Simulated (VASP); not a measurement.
CaYI4, 6 atoms in the cell. The structure is tetragonal, space group P4/mmm (No. 123). The conventional cell has a = 5.413 Å, b = 5.413 Å, c = 7.656 Å, α = 90.00°, β = 90.00°, γ = 90.00°. Within 4.4 Å of Ca (site symmetry 4/mmm) lie 8 I at 3.31 Å. Within 4.4 Å of Y (site symmetry 4/mmm) lie 8 I at 3.31 Å. I (site symmetry 2mm) has 2 Ca at 3.31 Å and 2 Y at 3.31 Å and 6 I at 3.83 Å within 4.4 Å. 

| Item | Value |
| --- | --- |
| Program | VASP 6.6.1 |
| Task | single point |
| Functional | PBE |
| Potentials or basis | VASP PAW PBE potentials, release 64 (Ca_sv, Y_sv, I) |
| Cutoff | 520 eV |
| k mesh | 4 × 4 × 2 |
| Occupations | gaussian, width 0.1 eV |
| Spin | no spin polarisation |
| Dipole correction | no |
| Further INCAR settings | ALGO = Normal; EDIFF = 1e-06; NBANDS = 34 |

Potentials or basis: VASP PAW PBE potentials, release 64 (Ca_sv, Y_sv, I).

Run with:

```bash
$ cat potpaw_PBE.64/Ca_sv/POTCAR potpaw_PBE.64/Y_sv/POTCAR potpaw_PBE.64/I/POTCAR > POTCAR
$ mpirun -np 1 vasp_std > vasp.out
```

Hardware: 1 thread of AMD EPYC 9R45 96-Core Processor (Zen 5) (shared host).

**Question.** How long does it take, and how much memory?

**Answer.** Wall time 62 s on 1 thread of AMD EPYC 9R45 96-Core Processor (Zen 5), with other jobs on the host, peak memory 0.32 GiB. Counts: scf iterations 15, k points 12.
